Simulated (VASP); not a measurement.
CdSe, 4 atoms in the cell. The structure is hexagonal, space group P6_3/mmc (No. 194). The conventional cell has a = 3.937 Å, b = 3.937 Å, c = 6.523 Å, α = 90.00°, β = 90.00°, γ = 120.00°. Cd (site symmetry -3m) has 6 Se at 2.80 Å and 2 Cd at 3.26 Å within 3.7 Å. Se (site symmetry -6m2) has 6 Cd at 2.80 Å within 3.7 Å. 

| Property | Result |
| --- | --- |
| Program | VASP 6.6.1 |
| Task | single point |
| Functional | r2SCAN |
| Potentials or basis | VASP PAW PBE potentials, release 64 (Cd, Se) |
| Cutoff | 520 eV |
| k mesh | 6 × 6 × 4 |
| Occupations | fermi-dirac, width 0.02 eV |
| Spin | no spin polarisation |
| Dipole correction | no |
| Further INCAR settings | ALGO = Normal; EDIFF = 1e-07; NBANDS = 26 |

Potentials or basis: VASP PAW PBE potentials, release 64 (Cd, Se).

Run with:

```console
$ cat potpaw_PBE.64/Cd/POTCAR potpaw_PBE.64/Se/POTCAR > POTCAR
$ cp INCAR.step1 INCAR
$ mpirun -np 1 vasp_std > vasp.out
$ cp INCAR.step2 INCAR
$ mpirun -np 1 vasp_std > vasp.out
```

Hardware: 1 thread of AMD EPYC 9R14 (Zen 4), on a shared host.

Problem. How long does it take, and how much memory?

Solution. Wall time 4.3 min on 1 thread of AMD EPYC 9R14 (Zen 4), with other jobs on the host, peak memory 0.2 GiB. Counts: k points 21.
